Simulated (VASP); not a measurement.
# Os (Fm-3m) in VASP: a series of runs, part 2 of 2

VASP 6.6.1. Earlier steps stand in the parts before.

## (3) Single point, PBEsol

This run uses another cell than the first one, of 14.72 Å³/atom, 1.053 times its volume.

File INCAR:

```
PREC = Accurate ; ENCUT = 520
EDIFF = 1E-6 ; ISMEAR = 1
SIGMA = 0.1 ; LREAL = False
LASPH = True ; NELM = 60
ALGO = Normal ; ISIF = 2
LWAVE = False ; LCHARG = False
GGA = PS ; NBANDS = 10
```

File KPOINTS:

```
Automatic mesh
0
Gamma
  10 10 10
```

File POSCAR:

```
Os
1.0
    0.0000000000      1.9450000000      1.9450000000
    1.9450000000      0.0000000000      1.9450000000
    1.9450000000      1.9450000000      0.0000000000
Os
1
Direct
    0.0000000000      0.0000000000      0.0000000000
```

Potentials or basis: VASP PAW PBE potentials, release 64 (Os).

Started as:

```console
cat potpaw_PBE.64/Os/POTCAR > POTCAR
mpirun -np 1 vasp_std > vasp.out
```

Run time: 5 s. Hardware: 1 thread of AMD EPYC 9R45 (Zen 5), shared host; peak memory 0.1 GiB.

The run converged. Its results:

```
Free energy            : -12.0123 eV
Pressure               : -19.7 GPa
Band gap on the k mesh : zero (band 4 reaches 10.69 eV, above the bottom of band 5 at 7.00 eV)
```

Levels at points of the mesh, in eV from the Fermi level:
| k point | band 1 | band 2 | band 3 | band 4 | band 5 | band 6 | band 7 | band 8 |
| --- | --- | --- | --- | --- | --- | --- | --- | --- |
| (0.00, 0.00, 0.00) | -10.48 | -2.85 | -2.85 | -2.85 | 0.00 | 0.00 | 14.22 | 19.75 |
| (0.50, 0.00, 0.00) | -7.34 | -2.98 | -2.98 | -0.28 | 2.23 | 2.23 | 8.30 | 13.75 |
| (0.50, 0.50, 0.00) | -7.16 | -6.48 | 2.17 | 2.20 | 2.86 | 2.86 | 11.40 | 11.88 |

Caveat: the PAW data sets were made with another functional, which shifts forces and pressure a little; spin-orbit coupling is left out, which moves the levels of the heavy elements.

## (4) Single point, PBEsol

This run uses another cell than the first one, of 15.08 Å³/atom, 1.079 times its volume.

File INCAR:

```
SYSTEM = Os
PREC = Accurate
ENCUT = 520
EDIFF = 1E-6
ISMEAR = 1
SIGMA = 0.1
LREAL = .False.
LASPH = .True.
NELM = 80
ALGO = Normal
ISIF = 2
LWAVE = .False.
LCHARG = .False.
GGA = PS
NBANDS = 10
```

File KPOINTS:

```
regular mesh
0
Gamma
  10 10 10
  0 0 0
```

File POSCAR:

```
Os
1.0
    0.0000000000      1.9610751091      1.9610751091
    1.9610751091      0.0000000000      1.9610751091
    1.9610751091      1.9610751091      0.0000000000
Os
1
Direct
    0.0000000000      0.0000000000      0.0000000000
```

Potentials or basis: VASP PAW PBE potentials, release 64 (Os).

Started as:

```console
cat potpaw_PBE.64/Os/POTCAR > POTCAR
mpirun -np 1 vasp_std > vasp.out
```

OUTCAR:

```text
SYSTEM = Os
   PREC = Accurate
   ENCUT = 520
   EDIFF = 1E-6
   ISMEAR = 1
   LREAL = .False.
   LASPH = .True.
   NELM = 80
   ISIF = 2
   GGA = PS

 ion  position               nearest neighbor table
   1  0.000  0.000  0.000-

  LATTYP: Found a face centered cubic cell.
 ALAT       =     3.9221502182

  Lattice vectors:

 A1 = (   0.0000000000,   1.9610751091,   1.9610751091)
 A2 = (   1.9610751091,   0.0000000000,   1.9610751091)
 A3 = (   1.9610751091,   1.9610751091,   0.0000000000)

Analysis of symmetry for initial positions (statically):
=====================================================================
 Subroutine PRICEL returns:
 Original cell was already a primitive cell.

 Routine SETGRP: Setting up the symmetry group for a
 face centered cubic supercell.

 Subroutine GETGRP returns: Found 48 space group operations
 (whereof 48 operations were pure point group operations)
 out of a pool of 48 trial point group operations.

The static configuration has the point symmetry O_h .

Analysis of symmetry for dynamics (positions and initial velocities):
=====================================================================
 Subroutine PRICEL returns:
[... 157 lines left out ...]

 val. band max:        8.1348456797   @ k =   0.4000   0.2000   0.1000
 cond. band min:       8.1412993571   @ k =   0.4000   0.3000   0.1000
 fundamental gap:      0.0064536774
 Fermi energy:         8.1380976395

 k-point     1 :       0.0000    0.0000    0.0000
  band No.  band energies     occupation
      1      -2.1180      2.00000
      2       5.3908      2.00000
      3       5.3908      2.00000
      4       5.3908      2.00000
      5       8.1304      1.12956
      6       8.1304      1.12955
      7      22.3717      0.00000
      8      27.7510      0.00000
      9      27.7510      0.00000
     10      27.7510      0.00000
[... 287 lines left out ...]
 k-point    24 :       0.4000    0.3000    0.0000
  band No.  band energies     occupation
      1       1.7618      2.00000
      2       2.6409      2.00000
      3       6.3661      2.00000
      4       8.4374     -0.00019
      5       9.9812     -0.00000
      6      10.1429      0.00000
      7      21.1238      0.00000
      8      23.2944      0.00000
      9      24.4881      0.00000
     10      29.0163      0.00000

 [... further k-points ...]
[... 5 lines left out ...]
  --------------------------------------------------------------------------------------
  -------------------------------------------------------------------------------------
  Total       -2.5751386     -2.5751386     -2.5751386      0.0000000     -0.0000000      0.0000000
  in kB     -273.5259311   -273.5259311   -273.5259311      0.0000000     -0.0000000      0.0000000
  external PRESSURE =    -273.5259311 kB  Pullay stress =       0.0000000 kB

 VOLUME and BASIS-vectors are now :
 -----------------------------------------------------------------------------
  energy-cutoff  :      520.00
  volume of cell :       15.08
      direct lattice vectors                 reciprocal lattice vectors
     0.000000000  1.961075109  1.961075109    -0.254962188  0.254962188  0.254962188
     1.961075109  0.000000000  1.961075109     0.254962188 -0.254962188  0.254962188
     1.961075109  1.961075109  0.000000000     0.254962188  0.254962188 -0.254962188

 POSITION                                       TOTAL-FORCE (eV/Angst)
 -----------------------------------------------------------------------------------
      0.00000      0.00000      0.00000        -0.000000     -0.000000      0.000000
 -----------------------------------------------------------------------------------
    total drift:                               -0.000000      0.000000     -0.000000

  FREE ENERGIE OF THE ION-ELECTRON SYSTEM (eV)
  ---------------------------------------------------
  free  energy   TOTEN  =       -11.9583711063 eV

  energy  without entropy=      -11.9566177784  energy(sigma->0) =      -11.95778666
```

It took 7 s on 1 thread of AMD EPYC 9R45 (Zen 5), shared host; peak memory 0.11 GiB.

Results:

* Free energy: -11.9584 eV
* Pressure: -27.4 GPa
* Band gap on the k mesh: zero (band 4 reaches 10.26 eV, above the bottom of band 5 at 6.70 eV)

Levels at points of the mesh, in eV from the Fermi level:
```tsv
k point	band 1	band 2	band 3	band 4	band 5	band 6	band 7	band 8	band 9
(0.00, 0.00, 0.00)	-10.26	-2.75	-2.75	-2.75	-0.01	-0.01	14.23	19.61	19.61
(0.50, 0.00, 0.00)	-7.12	-2.87	-2.87	-0.26	2.14	2.14	8.00	13.75	19.55
(0.50, 0.50, 0.00)	-6.91	-6.25	2.10	2.12	2.74	2.74	11.01	11.72	11.72
```

Caveat: the PAW data sets were made with another functional, which shifts forces and pressure a little; spin-orbit coupling is left out, which moves the levels of the heavy elements.

## (5) Single point, PBEsol

This run uses another cell than the first one, of 15.45 Å³/atom, 1.105 times its volume.

File INCAR:

```
PREC     = Accurate       # precision mode
ENCUT    = 520            # plane-wave cutoff, eV
EDIFF    = 1E-6           # SCF threshold, eV
ISMEAR   = 1              # smearing method
SIGMA    = 0.1            # smearing width, eV
LREAL    = F              # projectors in reciprocal space
LASPH    = T              # aspherical terms in the spheres
NELM     = 80             # most SCF steps
ALGO     = Normal         # electronic algorithm
ISIF     = 2              # what is computed and relaxed
LWAVE    = F              # write WAVECAR
LCHARG   = F              # write CHGCAR
GGA      = PS             # functional
NBANDS   = 10             # bands
```

File KPOINTS:

```
regular mesh
0
Gamma
  10 10 10
```

File POSCAR:

```
Os
1.0
    0.0000000000      1.9768909140      1.9768909140
    1.9768909140      0.0000000000      1.9768909140
    1.9768909140      1.9768909140      0.0000000000
Os
1
Direct
    0.0000000000      0.0000000000      0.0000000000
```

Started as:

```console
cat potpaw_PBE.64/Os/POTCAR > POTCAR
mpirun -np 1 vasp_std > vasp.out
```

Wall time 7.3 s (1 thread of AMD EPYC 9R45 (Zen 5), shared host); peak memory 0.11 GiB.

Results (log left out):

* Free energy: -11.8882 eV
* Pressure: -33.9 GPa
* Band gap on the k mesh: zero (band 4 reaches 9.89 eV, above the bottom of band 5 at 6.41 eV)

Levels at points of the mesh, in eV from the Fermi level:
```tsv
k point	band 2	band 3	band 4	band 5	band 6	band 7
(0.00, 0.00, 0.00)	-2.65	-2.65	-2.65	-0.01	-0.01	14.24
(0.50, 0.00, 0.00)	-2.77	-2.77	-0.24	2.05	2.05	7.72
(0.50, 0.50, 0.00)	-6.04	2.01	2.09	2.62	2.62	10.64
```

Caveat: the PAW data sets were made with another functional, which shifts forces and pressure a little; spin-orbit coupling is left out, which moves the levels of the heavy elements.

## (6) Single point, PBEsol

This run uses another cell than the first one, of 15.82 Å³/atom, 1.132 times its volume.

File INCAR:

```
SYSTEM = Os
PREC = Accurate ; ENCUT = 520
EDIFF = 1E-7 ; ISMEAR = 1
SIGMA = 0.1 ; LREAL = .FALSE.
LASPH = .TRUE. ; NELM = 60
ALGO = Normal ; ISIF = 2
LWAVE = .FALSE. ; LCHARG = .TRUE.
GGA = PS ; LELF = .TRUE.
LVHAR = .TRUE. ; NBANDS = 10
```

File KPOINTS:

```
regular mesh
0
G
  10 10 10
  0 0 0
```

File POSCAR:

```
Os
1.0
    0.0000000000      1.9924576251      1.9924576251
    1.9924576251      0.0000000000      1.9924576251
    1.9924576251      1.9924576251      0.0000000000
Os
1
Direct
    0.0000000000      0.0000000000      0.0000000000
```

Potentials or basis: VASP PAW PBE potentials, release 64 (Os).

Started as:

```console
cat potpaw_PBE.64/Os/POTCAR > POTCAR
mpirun -np 1 vasp_std > vasp.out
```

It took 7.1 s on 1 thread of AMD EPYC 9R45 (Zen 5), shared host; peak memory 0.11 GiB.

Results (log left out):

| Quantity | Value |
| --- | --- |
| Free energy | -11.8041 eV |
| Pressure | -39.5 GPa |
| Band gap on the k mesh | zero (band 4 reaches 9.54 eV, above the bottom of band 5 at 6.14 eV) |

Levels at points of the mesh, in eV from the Fermi level:
```
           k point  band 1  band 2  band 3  band 4  band 5  band 6  band 7  band 8
(0.00, 0.00, 0.00)   -9.84   -2.56   -2.56   -2.56   -0.02   -0.02   14.24   19.34
(0.50, 0.00, 0.00)   -6.71   -2.67   -2.67   -0.21    1.96    1.96    7.45   13.75
(0.50, 0.50, 0.00)   -6.46   -5.83    1.93    2.06    2.52    2.52   10.30   11.43
```

Caveat: the PAW data sets were made with another functional, which shifts forces and pressure a little; spin-orbit coupling is left out, which moves the levels of the heavy elements.

## (7) Overview

```tsv
cell	gap on the mesh (eV)	pressure (GPa)
a = 2.704 Å, angles 60.0°, 1 atom	none	-0.1
a = 2.751 Å, angles 60.0°, 1 atom	none	-19.7
a = 2.773 Å, angles 60.0°, 1 atom	none	-27.4
a = 2.796 Å, angles 60.0°, 1 atom	none	-33.9
a = 2.818 Å, angles 60.0°, 1 atom	none	-39.5
```

Alike in all rows: task single point; level PBEsol; potentials or basis VASP PAW PBE potentials, release 64 (Os); no spin polarisation; k mesh 10 × 10 × 10; cutoff (eV) 520; smearing methfessel-paxton 0.1 eV.

Caveats: the PAW data sets were made with another functional, which shifts forces and pressure a little; spin-orbit coupling is left out, which moves the levels of the heavy elements.

Absolute energies hang on the potentials; compare differences alone.
